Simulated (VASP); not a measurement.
# Te (Fd-3m) in VASP: single point with PBE

Aim: the single point of Te with PBE.

Program: VASP 6.6.1. These are calculated values, not measurements. Logs are shortened: lines on timing, memory, paths and dates and some standing lists are left out, and cuts for length are marked.

### 1 The cell of the first run

Symmetry: Fd-3m, No. 227, cubic system. Conventional cell: a = 6.455 Å, b = 6.455 Å, c = 6.455 Å, α = 90.00°, β = 90.00°, γ = 90.00°. Within 3.7 Å of Te (site symmetry -43m) lie 4 Te at 2.80 Å.

This isn't the form of Te at room conditions, which is trigonal, of chains.

### 2 Single point, PBE

File INCAR:

```
PREC = Accurate ; ENCUT = 520
EDIFF = 1E-6 ; ISMEAR = -1
SIGMA = 0.05 ; LREAL = F
LASPH = T ; NELM = 60
ALGO = Normal ; ISIF = 2
LWAVE = F ; LCHARG = F
GGA = PE ; NBANDS = 13
```

File KPOINTS:

```
regular mesh
0
Gamma
  11 11 11
```

File POSCAR:

```
Te
1.0
    0.0000000000      3.2274350907      3.2274350907
    3.2274350907      0.0000000000      3.2274350907
    3.2274350907      3.2274350907      0.0000000000
Te
2
Direct
   -0.1250000000     -0.1250000000     -0.1250000000
    0.1250000000      0.1250000000      0.1250000000
```

Potentials or basis: VASP PAW PBE potentials, release 64 (Te).

On the command line:

```sh
> cat potpaw_PBE.64/Te/POTCAR > POTCAR
> mpirun -np 1 vasp_std > vasp.out
```

OUTCAR:

```text
PREC = Accurate
   ENCUT = 520
   EDIFF = 1E-6
   ISMEAR = -1
   LREAL = F
   LASPH = T
   NELM = 60
   ISIF = 2
   GGA = PE

 ion  position               nearest neighbor table
   1  0.875  0.875  0.875-   2 2.80   2 2.80   2 2.80   2 2.80
   2  0.125  0.125  0.125-   1 2.80   1 2.80   1 2.80   1 2.80

  LATTYP: Found a face centered cubic cell.
 ALAT       =     6.4548701814

  Lattice vectors:

 A1 = (   0.0000000000,   3.2274350907,   3.2274350907)
 A2 = (   3.2274350907,   0.0000000000,   3.2274350907)
 A3 = (   3.2274350907,   3.2274350907,   0.0000000000)

Analysis of symmetry for initial positions (statically):
=====================================================================
 Subroutine PRICEL returns:
 Original cell was already a primitive cell.

 Routine SETGRP: Setting up the symmetry group for a
 face centered cubic supercell.

 Subroutine GETGRP returns: Found 48 space group operations
 (whereof 12 operations were pure point group operations)
 out of a pool of 48 trial point group operations.

The static configuration has the point symmetry D_3d.
 The point group associated with its full space group is O_h .

Analysis of symmetry for dynamics (positions and initial velocities):
=====================================================================
 Subroutine PRICEL returns:
 Original cell was already a primitive cell.

 Routine SETGRP: Setting up the symmetry group for a
 face centered cubic supercell.

 Subroutine GETGRP returns: Found 48 space group operations
 (whereof 12 operations were pure point group operations)
 out of a pool of 48 trial point group operations.

The dynamic configuration has the point symmetry D_3d.
 The point group associated with its full space group is O_h .

 Subroutine INISYM returns: Found 48 space group operations
 (whereof 12 operations are pure point group operations),
 and found     1 'primitive' translations

----------------------------------------------------------------------------------------

                                     Primitive cell

  volume of cell :      67.2361

  direct lattice vectors                    reciprocal lattice vectors
     0.000000000  3.227435091  3.227435091    -0.154921783  0.154921783  0.154921783
     3.227435091  0.000000000  3.227435091     0.154921783 -0.154921783  0.154921783
     3.227435091  3.227435091  0.000000000     0.154921783  0.154921783 -0.154921783

  length of vectors
     4.564282477  4.564282477  4.564282477     0.268332400  0.268332400  0.268332400

  position of ions in fractional coordinates (direct lattice)
     0.875000000  0.875000000  0.875000000
     0.125000000  0.125000000  0.125000000

  ion indices of the primitive-cell ions
   primitive index   ion index
                 1           1
                 2           2

----------------------------------------------------------------------------------------

 KPOINTS: regular mesh

Automatic generation of k-mesh.
 Grid dimensions read from file:
 generate k-points for:   11   11   11

 Generating k-lattice:

  Cartesian coordinates                     Fractional coordinates (reciprocal lattice)
    -0.014083798  0.014083798  0.014083798     0.090909091  0.000000000  0.000000000
     0.014083798 -0.014083798  0.014083798     0.000000000  0.090909091  0.000000000
     0.014083798  0.014083798 -0.014083798     0.000000000  0.000000000  0.090909091

  Length of vectors
     0.024393855  0.024393855  0.024393855

  Shift w.r.t. Gamma in fractional coordinates (k-lattice)
     0.000000000  0.000000000  0.000000000

 Subroutine IBZKPT returns following result:
 ===========================================

 Found     56 irreducible k-points:

 Following reciprocal coordinates:
            Coordinates               Weight
  0.000000  0.000000  0.000000      1.000000
  0.090909  0.000000  0.000000      8.000000
  0.181818  0.000000  0.000000      8.000000
  0.272727  0.000000  0.000000      8.000000
  0.363636  0.000000  0.000000      8.000000
  0.454545  0.000000  0.000000      8.000000
[... 16 lines left out ...]
 -0.272727  0.181818  0.000000     24.000000
 -0.181818  0.181818  0.000000     12.000000
 [... further k-points ...]
   k-points           NKPTS =     56   k-points in BZ     NKDIM =     56   number of bands    NBANDS=     13
   number of dos      NEDOS =    301   number of ions     NIONS =      2
   total plane-waves  NPLWV =  46656
   dimension x,y,z NGX =    36 NGY =   36 NGZ =   36
   dimension x,y,z NGXF=    72 NGYF=   72 NGZF=   72
   ions per type =               2
   NGX,Y,Z   is equivalent  to a cutoff of  13.11, 13.11, 13.11 a.u.
   NGXF,Y,Z  is equivalent  to a cutoff of  26.22, 26.22, 26.22 a.u.
 SYSTEM =  unknown system
   PREC   = accura    normal or accurate (medium, high low for compatibility)
   ISTART =      0    job   : 0-new  1-cont  2-samecut
   ICHARG =      2    charge: 1-file 2-atom 10-const
   ISPIN  =      1    spin polarized calculation?
   LNONCOLLINEAR =      F non collinear calculations
   LSORBIT =      F    spin-orbit coupling
   LASPH  =      T    aspherical Exc in radial PAW
   ENCUT  =  520.0 eV  38.22 Ry    6.18 a.u.   8.49  8.49  8.49*2*pi/ulx,y,z
   NELM   =     60;   NELMIN=  2; NELMDL= -5     # of ELM steps
   EDIFF  = 0.1E-05   stopping-criterion for ELM
   LREAL  =      F    real-space projection
   EDIFFG = 0.1E-04   stopping-criterion for IOM
   NSW    =      0    number of steps for IOM
   IBRION =     -1    ionic relax: 0-MD 1-quasi-New 2-CG
   NFREE  =      0    steps in history (QN), initial steepest desc. (CG)
   ISIF   =      2    stress and relaxation
   ISYM   =      2    0-nonsym 1-usesym 2-fastsym
   POTIM  = 0.5000    time-step for ionic-motion
   TEBEG  =    0.0;   TEEND  =   0.0 temperature during run
   PSTRESS=    0.0 pullay stress
   NELECT =      12.0000    total number of electrons
   NUPDOWN=      -1.0000    fix difference up-down
   EMIN   =  10.00;   EMAX   =-10.00  energy-range for DOS
   EFERMI =   0.00;   METHOD = LEGACY
   ISMEAR =    -1;   SIGMA  =   0.05  broadening in eV -4-tet -1-fermi 0-gaus
   EFERMI_NEDOS =   21; number of points for ismear=-14 and -15
   IALGO  =     38    algorithm
   IMIX   =      4    mixing-type and parameters
     AMIX     =   0.40;   BMIX     =  1.00
     AMIX_MAG =   1.60;   BMIX_MAG =  1.00
  volume/ion in A,a.u.               =      33.62       226.87
  Fermi-wavevector in a.u.,A,eV,Ry     =   0.921724  1.741806 11.559180  0.849576
  Thomas-Fermi vector in A             =   2.047172
   LORBIT       =      0    0 simple, 1 ext, 2 COOP (PROOUT), +10 PAW based schemes
   GGA     = PE    functional components
[... 5 lines left out ...]
 non-spin polarized calculation
  energy-cutoff  :      520.00
  volume of cell :       67.24
 maximum number of plane-waves:      1838
 NGX is ok and might be reduce to    36
   NGX = 17   NGY = 17   NGZ = 17

 number of electron      12.0000000 magnetization

 Free energy of the ion-electron system (eV)
  ---------------------------------------------------
  ext. energy  EPLUGINS =         0.00000000
  ---------------------------------------------------
  free energy    TOTEN  =        -4.43729092 eV

  energy without entropy =       -4.42032639  energy(sigma->0) =       -4.42880866

 E-fermi :   6.6256     XC(G=0):  -8.9150

 val. band max:        6.6239290659   @ k =  -0.3636   0.2727   0.0909
 cond. band min:       6.6269401623   @ k =   0.2727   0.1818   0.0909
 fundamental gap:      0.0030110965
 Fermi energy:         6.6255864642

 k-point     1 :       0.0000    0.0000    0.0000
  band No.  band energies     occupation
      1      -8.4361      2.00000
      2      -0.9476      2.00000
      3       2.6631      2.00000
      4       2.6631      2.00000
      5       2.6631      2.00000
      6       5.4922      2.00000
      7       5.4922      2.00000
      8       5.4922      2.00000
      9      10.0131      0.00000
     10      12.2960      0.00000
     11      12.2960      0.00000
     12      13.8814      0.00000
     13      13.8814      0.00000

 k-point     2 :       0.0909    0.0000    0.0000
  band No.  band energies     occupation
      1      -8.3689      2.00000
      2      -1.2838      2.00000
      3       2.5635      2.00000
      4       2.5635      2.00000
      5       2.7520      2.00000
      6       5.6407      2.00000
      7       5.6407      2.00000
      8       5.6735      2.00000
      9      10.3144      0.00000
     10      12.0120      0.00000
     11      12.0120      0.00000
     12      13.6406      0.00000
     13      14.4258      0.00000

 k-point     3 :       0.1818    0.0000    0.0000
  band No.  band energies     occupation
      1      -8.1728      2.00000
      2      -2.0602      2.00000
      3       2.3354      2.00000
      4       2.3354      2.00000
      5       2.8026      2.00000
      6       5.9884      1.99999
      7       5.9884      1.99999
      8       6.2938      1.99738
      9      11.0049      0.00000
     10      11.6863      0.00000
     11      11.6863      0.00000
     12      13.3367      0.00000
     13      15.5485      0.00000

 k-point     4 :       0.2727    0.0000    0.0000
  band No.  band energies     occupation
      1      -7.8681      2.00000
      2      -2.9544      2.00000
      3       2.0924      2.00000
      4       2.0924      2.00000
      5       2.7029      2.00000
      6       6.3528      1.99149
      7       6.3528      1.99149
      8       7.3078      0.00000
      9      11.4524      0.00000
     10      11.6895      0.00000
     11      11.6895      0.00000
     12      13.5962      0.00000
     13      16.8104      0.00000

 k-point     5 :       0.3636    0.0000    0.0000
  band No.  band energies     occupation
      1      -7.5080      2.00000
      2      -3.7603      2.00000
      3       1.9044      2.00000
      4       1.9044      2.00000
      5       2.5657      2.00000
      6       6.6046      1.20655
      7       6.6046      1.20655
      8       8.4983      0.00000
      9      11.4833      0.00000
     10      12.1167      0.00000
     11      12.1167      0.00000
     12      13.7463      0.00000
     13      15.8867      0.00000

 k-point     6 :       0.4545    0.0000    0.0000
  band No.  band energies     occupation
      1      -7.2247      2.00000
      2      -4.2795      2.00000
      3       1.8041      2.00000
      4       1.8041      2.00000
      5       2.4797      2.00000
      6       6.7174      0.27478
      7       6.7174      0.27478
      8       9.4740      0.00000
      9      11.6743      0.00000
     10      12.7486      0.00000
     11      12.8556      0.00000
     12      12.8556      0.00000
     13      14.5813      0.00000

 k-point     7 :       0.0909    0.0909    0.0000
  band No.  band energies     occupation
      1      -8.3462      2.00000
      2      -1.3795      2.00000
      3       2.4060      2.00000
      4       2.4060      2.00000
      5       3.0711      2.00000
      6       5.3204      2.00000
      7       5.8716      2.00000
      8       5.8716      2.00000
      9      10.4167      0.00000
     10      11.5347      0.00000
     11      12.3931      0.00000
     12      14.0837      0.00000
     13      14.0837      0.00000
[... 193 lines left out ...]
 k-point    20 :       0.4545    0.1818    0.0000
  band No.  band energies     occupation
      1      -7.1429      2.00000
      2      -4.3107      2.00000
      3       0.8747      2.00000
      4       1.4393      2.00000
      5       4.0110      2.00000
      6       6.1573      1.99983
      7       7.5860      0.00000
      8       8.2877      0.00000
      9      11.7166      0.00000
     10      12.2075      0.00000
     11      13.4187      0.00000
     12      13.8830      0.00000
     13      14.5695      0.00000

 k-point    21 :      -0.4545    0.1818    0.0000
  band No.  band energies     occupation
      1      -6.9272      2.00000
      2      -4.6423      2.00000
      3       0.6775      2.00000
      4       1.4960      2.00000
      5       3.9270      2.00000
      6       6.6111      1.14419
      7       7.4587      0.00000
      8       8.7589      0.00000
      9      11.2592      0.00000
     10      12.6821      0.00000
     11      12.8510      0.00000
     12      13.7604      0.00000
     13      15.0925      0.00000

 k-point    22 :      -0.3636    0.1818    0.0000
  band No.  band energies     occupation
      1      -7.0574      2.00000
      2      -4.4468      2.00000
      3       0.6466      2.00000
      4       1.6556      2.00000
      5       3.8768      2.00000
      6       6.8332      0.03095
      7       7.1803      0.00003
      8       8.5438      0.00000
      9      11.3169      0.00000
     10      11.7612      0.00000
     11      13.1203      0.00000
     12      14.1518      0.00000
     13      16.0057      0.00000

 k-point    23 :      -0.2727    0.1818    0.0000
  band No.  band energies     occupation
      1      -7.4031      2.00000
      2      -3.8692      2.00000
      3       0.8059      2.00000
      4       1.8912      2.00000
      5       3.8142      2.00000
      6       6.7714      0.10273
      7       6.7803      0.08665
      8       7.8460      0.00000
      9      11.1934      0.00000
     10      11.9460      0.00000
     11      12.8316      0.00000
     12      14.3250      0.00000
     13      15.4830      0.00000

 k-point    24 :      -0.1818    0.1818    0.0000
  band No.  band energies     occupation
      1      -7.7554      2.00000
      2      -3.1658      2.00000
      3       1.1725      2.00000
      4       2.1481      2.00000
      5       3.6192      2.00000
      6       6.3385      1.99360
      7       6.3753      1.98668
      8       7.4075      0.00000
      9      11.0325      0.00000
     10      12.0221      0.00000
     11      12.1357      0.00000
     12      14.5170      0.00000
     13      15.6204      0.00000

 [... further k-points ...]
[... 5 lines left out ...]
  --------------------------------------------------------------------------------------
  -------------------------------------------------------------------------------------
  Total        7.1722391      7.1722391      7.1722391      0.0000000      0.0000000     -0.0000000
  in kB      170.9081602    170.9081602    170.9081602      0.0000000      0.0000000     -0.0000000
  external PRESSURE =     170.9081602 kB  Pullay stress =       0.0000000 kB

 VOLUME and BASIS-vectors are now :
 -----------------------------------------------------------------------------
  energy-cutoff  :      520.00
  volume of cell :       67.24
      direct lattice vectors                 reciprocal lattice vectors
     0.000000000  3.227435091  3.227435091    -0.154921783  0.154921783  0.154921783
     3.227435091  0.000000000  3.227435091     0.154921783 -0.154921783  0.154921783
     3.227435091  3.227435091  0.000000000     0.154921783  0.154921783 -0.154921783

 POSITION                                       TOTAL-FORCE (eV/Angst)
 -----------------------------------------------------------------------------------
      5.64801      5.64801      5.64801        -0.000000      0.000000     -0.000000
      0.80686      0.80686      0.80686         0.000000     -0.000000      0.000000
 -----------------------------------------------------------------------------------
    total drift:                               -0.000000      0.000000      0.000000

  FREE ENERGIE OF THE ION-ELECTRON SYSTEM (eV)
  ---------------------------------------------------
  free  energy   TOTEN  =        -4.4372909224 eV

  energy  without entropy=       -4.4203263924  energy(sigma->0) =       -4.42880866
```

Wall time 15 s (1 thread of Intel Xeon 6975P-C (Granite Rapids), shared host); peak memory 0.22 GiB.

What came out:

```yaml
Free_energy: -4.4373 eV
Pressure: 17.1 GPa
Band_gap_on_the_k_mesh: zero (bands 6 and 7 overlap by 1.67 eV)
```

Caveat: the cell stands under pressure; spin-orbit coupling is left out, which moves the levels of the heavy elements.
